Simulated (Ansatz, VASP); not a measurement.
ZrC in VASP and in Ansatz

The input INCAR:

```
ALGO = Normal
EDIFF = 1E-7
ENCUT = 520
GGA = PS
ISIF = 2
ISMEAR = 0
LASPH = T
LCHARG = F
LREAL = F
LWAVE = F
NBANDS = 15
NELM = 100
PREC = Accurate
SIGMA = 0.15
```

KPOINTS

```
k-points
0
Gamma
  20 20 20
```

Contents of POSCAR:

```
ZrC
1.0
    0.0000000000      2.2767173026      2.5043890329
    2.2767173026      0.0000000000      2.5043890329
    2.2767173026      2.2767173026      0.0000000000
Zr C
1 1
Direct
    0.5000000000      0.5000000000      0.5000000000
    0.0000000000      0.0000000000      0.0000000000
```

Input for Ansatz:

```yaml
crystal:
  lattice:
    - [0.0, 2.2767173026, 2.5043890329]
    - [2.2767173026, 0.0, 2.5043890329]
    - [2.2767173026, 2.2767173026, 0.0]
  atoms:
    - { symbol: Zr, position: [0.5, 0.5, 0.5] }
    - { symbol: C, position: [0.0, 0.0, 0.0] }
basis:
  ecutwfc: 420
kpoints:
  mp_grid: { grid: [20, 20, 20] }
hamiltonian:
  xc: pbesol
scf:
  occupations: { method: gaussian, width: 0.15 }
output:
  forces: true
  stress: true
  eigenvalues: true
```

Alike in both runs: task single point; functional PBEsol; k mesh 20 × 20 × 20; occupations gaussian, width 0.15 eV; no spin polarisation.

|  | VASP | Ansatz |
| --- | --- | --- |
| version | VASP 6.6.1 | Ansatz 0.2.0 |
| potentials or method | VASP PAW PBE potentials, release 64 (Zr_sv, C), cutoff 520 eV | scalar-relativistic, plane waves, PAW |
| valence electrons in the cell | 16 | 16 |

|  | VASP | Ansatz | Ansatz less VASP |
| --- | --- | --- | --- |
| gap on the k mesh at the Fermi level (eV) | none | none | - |
| pressure (GPa) | -0.4 | -0.7 | -0.35 |
| traceless stress, the component that is largest in VASP (GPa) | -20.70 | -20.51 | +0.183 |

VASP's potentials were made for PBE, not for PBEsol. A gap of «none» marks a metal or a gap that the smearing closes.
